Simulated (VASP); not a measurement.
# KMgF3 (Pm-3m) in VASP: settings compared

The runs below take KMgF3 through single point, relaxation of cell and atoms, with PBEsol, r2SCAN.

All numbers are computed with VASP 6.6.1; they aren't measurements. Logs are shortened: lines on timing, memory, paths and dates and some standing lists are left out, and cuts for length are marked.

### 1 The cell of the first run

It takes space group Pm-3m (No. 221, cubic). Conventional cell: a = 3.991 Å, b = 3.991 Å, c = 3.991 Å, α = 90.00°, β = 90.00°, γ = 90.00°. Within 3.7 Å of K (site symmetry m-3m) lie 12 F at 2.82 Å and 8 Mg at 3.46 Å. Mg (site symmetry m-3m) has 6 F at 2.00 Å within 2.6 Å. F (site symmetry 4/mmm) has 2 Mg at 2.00 Å within 2.6 Å.

### 2 Single point, PBEsol

INCAR

```
SYSTEM = KMgF3
PREC     = Accurate       ! precision mode
ENCUT    = 520            ! plane-wave cutoff, eV
EDIFF    = 1E-6           ! SCF threshold, eV
ISMEAR   = -1             ! smearing method
SIGMA    = 0.05           ! smearing width, eV
LREAL    = .FALSE.        ! projectors in reciprocal space
LASPH    = .TRUE.         ! aspherical terms in the spheres
NELM     = 100            ! most SCF steps
ALGO     = Normal         ! electronic algorithm
ISIF     = 2              ! what is computed and relaxed
LWAVE    = .FALSE.        ! write WAVECAR
LCHARG   = .TRUE.         ! write CHGCAR
GGA      = PS             ! functional
LELF     = .TRUE.         ! ELF
LVHAR    = .TRUE.       
NBANDS   = 24             ! bands
```

KPOINTS

```
regular mesh
0
G
  7 7 7
  0 0 0
```

POSCAR

```
KMgF3
1.0
    3.9908634608      0.0000000000      0.0000000000
    0.0000000000      3.9908634608      0.0000000000
    0.0000000000      0.0000000000      3.9908634608
K Mg F
1 1 3
Direct
    0.5000000000      0.5000000000      0.5000000000
    0.0000000000      0.0000000000      0.0000000000
    0.0000000000      0.0000000000      0.5000000000
    0.0000000000      0.5000000000      0.0000000000
    0.5000000000      0.0000000000      0.0000000000
```

Potentials or basis: VASP PAW PBE potentials, release 64 (K_sv, Mg, F).

Command:

```sh
> cat potpaw_PBE.64/K_sv/POTCAR potpaw_PBE.64/Mg/POTCAR potpaw_PBE.64/F/POTCAR > POTCAR
> mpirun -np 1 vasp_std > vasp.out
```

OUTCAR:

```text
SYSTEM = KMgF3
   PREC = Accurate
   ENCUT = 520
   EDIFF = 1E-6
   ISMEAR = -1
   LREAL = .FALSE.
   LASPH = .TRUE.
   NELM = 100
   ISIF = 2
   GGA = PS

 ion  position               nearest neighbor table
   1  0.500  0.500  0.500-   3 2.82   4 2.82   5 2.82   4 2.82   5 2.82   3 2.82   5 2.82   5 2.82
                             3 2.82   4 2.82   4 2.82   3 2.82   2 3.46   2 3.46   2 3.46   2 3.46
   2  0.000  0.000  0.000-   3 2.00   4 2.00   5 2.00   3 2.00   4 2.00   5 2.00   1 3.46   1 3.46
                             1 3.46   1 3.46   1 3.46   1 3.46   1 3.46   1 3.46
   3  0.000  0.000  0.500-   2 2.00   2 2.00   1 2.82   1 2.82   1 2.82   1 2.82
   4  0.000  0.500  0.000-   2 2.00   2 2.00   1 2.82   1 2.82   1 2.82   1 2.82
   5  0.500  0.000  0.000-   2 2.00   2 2.00   1 2.82   1 2.82   1 2.82   1 2.82

  LATTYP: Found a simple cubic cell.
 ALAT       =     3.9908634608

  Lattice vectors:

 A1 = (   3.9908634608,   0.0000000000,   0.0000000000)
 A2 = (   0.0000000000,   3.9908634608,   0.0000000000)
 A3 = (   0.0000000000,   0.0000000000,   3.9908634608)

Analysis of symmetry for initial positions (statically):
=====================================================================
 Subroutine PRICEL returns:
 Original cell was already a primitive cell.

 Routine SETGRP: Setting up the symmetry group for a
 simple cubic supercell.

 Subroutine GETGRP returns: Found 48 space group operations
 (whereof 48 operations were pure point group operations)
 out of a pool of 48 trial point group operations.

The static configuration has the point symmetry O_h .

Analysis of symmetry for dynamics (positions and initial velocities):
=====================================================================
 Subroutine PRICEL returns:
 Original cell was already a primitive cell.

 Routine SETGRP: Setting up the symmetry group for a
 simple cubic supercell.

 Subroutine GETGRP returns: Found 48 space group operations
 (whereof 48 operations were pure point group operations)
 out of a pool of 48 trial point group operations.

The dynamic configuration has the point symmetry O_h .

 Subroutine INISYM returns: Found 48 space group operations
 (whereof 48 operations are pure point group operations),
 and found     1 'primitive' translations

----------------------------------------------------------------------------------------

                                     Primitive cell

  volume of cell :      63.5624

  direct lattice vectors                    reciprocal lattice vectors
     3.990863461  0.000000000  0.000000000     0.250572341  0.000000000  0.000000000
     0.000000000  3.990863461  0.000000000     0.000000000  0.250572341  0.000000000
     0.000000000  0.000000000  3.990863461     0.000000000  0.000000000  0.250572341

  length of vectors
     3.990863461  3.990863461  3.990863461     0.250572341  0.250572341  0.250572341

  position of ions in fractional coordinates (direct lattice)
     0.500000000  0.500000000  0.500000000
     0.000000000  0.000000000  0.000000000
     0.000000000  0.000000000  0.500000000
     0.000000000  0.500000000  0.000000000
     0.500000000  0.000000000  0.000000000

  ion indices of the primitive-cell ions
   primitive index   ion index
                 1           1
                 2           2
                 3           3
                 4           4
                 5           5

----------------------------------------------------------------------------------------

 KPOINTS: regular mesh

Automatic generation of k-mesh.
 Grid dimensions read from file:
 generate k-points for:    7    7    7

 Generating k-lattice:

  Cartesian coordinates                     Fractional coordinates (reciprocal lattice)
     0.035796049  0.000000000  0.000000000     0.142857143  0.000000000  0.000000000
     0.000000000  0.035796049  0.000000000     0.000000000  0.142857143  0.000000000
     0.000000000  0.000000000  0.035796049     0.000000000  0.000000000  0.142857143

  Length of vectors
     0.035796049  0.035796049  0.035796049

  Shift w.r.t. Gamma in fractional coordinates (k-lattice)
     0.000000000  0.000000000  0.000000000

 Subroutine IBZKPT returns following result:
 ===========================================

 Found     20 irreducible k-points:

 Following reciprocal coordinates:
            Coordinates               Weight
  0.000000  0.000000  0.000000      1.000000
  0.142857  0.000000  0.000000      6.000000
  0.285714  0.000000  0.000000      6.000000
  0.428571  0.000000  0.000000      6.000000
  0.142857  0.142857  0.000000     12.000000
  0.285714  0.142857  0.000000     24.000000
[... 12 lines left out ...]
  0.428571  0.428571  0.285714     24.000000
  0.428571  0.428571  0.428571      8.000000
   k-points           NKPTS =     20   k-points in BZ     NKDIM =     20   number of bands    NBANDS=     24
   number of dos      NEDOS =    301   number of ions     NIONS =      5
   total plane-waves  NPLWV =  27000
   dimension x,y,z NGX =    30 NGY =   30 NGZ =   30
   dimension x,y,z NGXF=    60 NGYF=   60 NGZF=   60
   ions per type =               1   1   3
   NGX,Y,Z   is equivalent  to a cutoff of  12.50, 12.50, 12.50 a.u.
   NGXF,Y,Z  is equivalent  to a cutoff of  24.99, 24.99, 24.99 a.u.
 SYSTEM =  KMgF3
   PREC   = accura    normal or accurate (medium, high low for compatibility)
   ISTART =      0    job   : 0-new  1-cont  2-samecut
   ICHARG =      2    charge: 1-file 2-atom 10-const
   ISPIN  =      1    spin polarized calculation?
   LNONCOLLINEAR =      F non collinear calculations
   LSORBIT =      F    spin-orbit coupling
   LASPH  =      T    aspherical Exc in radial PAW
   ENCUT  =  520.0 eV  38.22 Ry    6.18 a.u.   7.42  7.42  7.42*2*pi/ulx,y,z
   NELM   =    100;   NELMIN=  2; NELMDL= -5     # of ELM steps
   EDIFF  = 0.1E-05   stopping-criterion for ELM
   LREAL  =      F    real-space projection
   EDIFFG = 0.1E-04   stopping-criterion for IOM
   NSW    =      0    number of steps for IOM
   IBRION =     -1    ionic relax: 0-MD 1-quasi-New 2-CG
   NFREE  =      0    steps in history (QN), initial steepest desc. (CG)
   ISIF   =      2    stress and relaxation
   ISYM   =      2    0-nonsym 1-usesym 2-fastsym
   POTIM  = 0.5000    time-step for ionic-motion
   TEBEG  =    0.0;   TEEND  =   0.0 temperature during run
   PSTRESS=    0.0 pullay stress
   NELECT =      32.0000    total number of electrons
   NUPDOWN=      -1.0000    fix difference up-down
   EMIN   =  10.00;   EMAX   =-10.00  energy-range for DOS
   EFERMI =   0.00;   METHOD = LEGACY
   ISMEAR =    -1;   SIGMA  =   0.05  broadening in eV -4-tet -1-fermi 0-gaus
   EFERMI_NEDOS =   21; number of points for ismear=-14 and -15
   IALGO  =     38    algorithm
   IMIX   =      4    mixing-type and parameters
     AMIX     =   0.40;   BMIX     =  1.00
     AMIX_MAG =   1.60;   BMIX_MAG =  1.00
  volume/ion in A,a.u.               =      12.71        85.79
  Fermi-wavevector in a.u.,A,eV,Ry     =   1.302341  2.461067 23.076724  1.696091
  Thomas-Fermi vector in A             =   2.433415
   LORBIT       =      0    0 simple, 1 ext, 2 COOP (PROOUT), +10 PAW based schemes
   GGA     = PS    functional components
   LHFCALC =     F    Hartree Fock is set to
   AEXX    =    0.0000 exact exchange contribution
   IVDW    =     0    specifies the selected vdW correction
   LEPSILON=     F    determine dielectric tensor
   LRPA    =     F    only Hartree local field effects (RPA)
 non-spin polarized calculation
  energy-cutoff  :      520.00
  volume of cell :       63.56
 maximum number of plane-waves:      1743
 NGX is ok and might be reduce to    30
   NGX = 15   NGY = 15   NGZ = 15

 number of electron      31.9999958 magnetization

 Free energy of the ion-electron system (eV)
  ---------------------------------------------------
  ext. energy  EPLUGINS =         0.00000000
  ---------------------------------------------------
  free energy    TOTEN  =       -25.26308976 eV

  energy without entropy =      -25.26308976  energy(sigma->0) =      -25.26308976

 E-fermi :  -0.5608     XC(G=0):  -9.9255

 val. band max:       -1.7581258550   @ k =   0.4286   0.4286   0.4286
 cond. band min:       5.3698768215   @ k =   0.0000   0.0000   0.0000
 fundamental gap:      7.1280026764
 Fermi energy:        -0.5607634433

 k-point     1 :       0.0000    0.0000    0.0000
  band No.  band energies     occupation
      1     -27.2092      2.00000
      2     -21.7266      2.00000
      3     -21.0622      2.00000
      4     -21.0622      2.00000
      5     -10.7733      2.00000
      6     -10.7733      2.00000
[... 16 lines left out ...]
     23      12.0984      0.00000
     24      14.9551      0.00000

 k-point     2 :       0.1429    0.0000    0.0000
  band No.  band energies     occupation
      1     -27.2037      2.00000
      2     -21.7043      2.00000
      3     -21.0903      2.00000
      4     -21.0602      2.00000
      5     -10.7703      2.00000
      6     -10.7625      2.00000
[... 16 lines left out ...]
     23      12.0990      0.00000
     24      14.8848      0.00000

 k-point     3 :       0.2857    0.0000    0.0000
  band No.  band energies     occupation
      1     -27.1913      2.00000
      2     -21.6449      2.00000
      3     -21.1618      2.00000
      4     -21.0563      2.00000
      5     -10.7637      2.00000
      6     -10.7380      2.00000
[... 16 lines left out ...]
     23      12.0431      0.00000
     24      14.6613      0.00000
[... 406 lines left out ...]
 k-point    19 :       0.4286    0.4286    0.2857
  band No.  band energies     occupation
      1     -27.1521      2.00000
      2     -21.3213      2.00000
      3     -21.2462      2.00000
      4     -21.2193      2.00000
      5     -10.9119      2.00000
      6     -10.9071      2.00000
[... 16 lines left out ...]
     23      12.9992      0.00000
     24      13.1292      0.00000

 k-point    20 :       0.4286    0.4286    0.4286
  band No.  band energies     occupation
      1     -27.1471      2.00000
      2     -21.2777      2.00000
      3     -21.2390      2.00000
      4     -21.2390      2.00000
      5     -10.9482      2.00000
      6     -10.9482      2.00000
[... 16 lines left out ...]
     23      13.2694      0.00000
     24      13.4287      0.00000

------------------------ aborting loop because EDIFF is reached ----------------------------------------

  FORCE on cell =-STRESS in cart. coord.  units (eV):
  Direction    XX          YY          ZZ          XY          YZ          ZX
  --------------------------------------------------------------------------------------
  -------------------------------------------------------------------------------------
  Total       -0.1427599     -0.1427599     -0.1427599      0.0000000      0.0000000      0.0000000
  in kB       -3.5984572     -3.5984572     -3.5984572      0.0000000      0.0000000      0.0000000
  external PRESSURE =      -3.5984572 kB  Pullay stress =       0.0000000 kB

 VOLUME and BASIS-vectors are now :
 -----------------------------------------------------------------------------
  energy-cutoff  :      520.00
  volume of cell :       63.56
      direct lattice vectors                 reciprocal lattice vectors
     3.990863461  0.000000000  0.000000000     0.250572341  0.000000000  0.000000000
     0.000000000  3.990863461  0.000000000     0.000000000  0.250572341  0.000000000
     0.000000000  0.000000000  3.990863461     0.000000000  0.000000000  0.250572341

 POSITION                                       TOTAL-FORCE (eV/Angst)
 -----------------------------------------------------------------------------------
      1.99543      1.99543      1.99543         0.000000      0.000000      0.000000
      0.00000      0.00000      0.00000         0.000000      0.000000      0.000000
      0.00000      0.00000      1.99543         0.000000      0.000000      0.000000
      0.00000      1.99543      0.00000         0.000000      0.000000      0.000000
      1.99543      0.00000      0.00000         0.000000      0.000000      0.000000
 -----------------------------------------------------------------------------------
    total drift:                                0.000000     -0.000000      0.000000

  FREE ENERGIE OF THE ION-ELECTRON SYSTEM (eV)
  ---------------------------------------------------
  free  energy   TOTEN  =       -25.2630897596 eV

  energy  without entropy=      -25.2630897596  energy(sigma->0) =      -25.26308976
```

Run time: 14 s. Hardware: 1 thread of Intel Xeon 6975P-C (Granite Rapids), shared host; peak memory 0.18 GiB.

What came out:

* Free energy: -25.2631 eV
* Pressure: -0.4 GPa
* Band gap on the k mesh: 7.13 eV (least direct gap 7.42 eV)

Caveat: the PAW data sets were made with another functional, which shifts forces and pressure a little; an odd mesh through Γ misses points on the zone boundary, where band edges can lie. Expect the measured gap to be larger: semilocal functionals such as PBEsol lack the derivative discontinuity.

(Continued in part 2 of 2.)
